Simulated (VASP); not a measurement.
# CO2: single point with LDA

CO2:

```
CELL_PARAMETERS angstrom
-1.97473 1.97473 3.01406
1.97473 -1.97473 3.01406
1.97473 1.97473 -3.01406
ATOMIC_POSITIONS crystal
O 0.87500 0.95980 0.58480
O 0.37500 0.29020 0.41520
O 0.04020 0.62500 0.91520
O 0.70980 0.12500 0.08480
C 0.00000 0.00000 0.00000
C 0.75000 0.25000 0.50000
```

```
Program             : VASP 6.6.1
Task                : single point
Functional          : LDA
Potentials or basis : VASP PAW LDA potentials, release 64 (O, C)
Cutoff              : 520 eV
k mesh              : 9 × 9 × 9
Occupations         : fermi-dirac, width 0.05 eV
Spin                : no spin polarisation
```

```yaml
Pressure: -11.8 GPa
Largest_force: 0.420 eV/Å
Band_gap_on_the_k_mesh: 7.40 eV, indirect (least direct gap 7.89 eV)
```

Forces in eV/Å, atoms in the order of the input:
```
O    0.420  0.000  0.000
O   -0.420  0.000  0.000
O    0.000 -0.420  0.000
O    0.000  0.420  0.000
C    0.000  0.000  0.000
C    0.000  0.000  0.000
```

Stress tensor (GPa, compression positive):
```
-11.49   0.00   0.00
  0.00 -11.49   0.00
  0.00   0.00 -12.51
```

Levels at points of the mesh, in eV from the valence-band top:
| k point | band 12 | band 13 | band 14 | band 15 | band 16 | band 17 | band 18 | band 19 | band 20 | band 21 |
| --- | --- | --- | --- | --- | --- | --- | --- | --- | --- | --- |
| (0.00, 0.00, 0.00) | -1.17 | -1.17 | -0.89 | -0.89 | -0.49 | 7.40 | 9.01 | 9.01 | 9.05 | 12.03 |

Wall time 41 s on 1 thread of Intel(R) Xeon(R) Platinum 8488C (Sapphire Rapids) (shared host), peak memory 0.18 GiB.

A k mesh can miss the band edges.
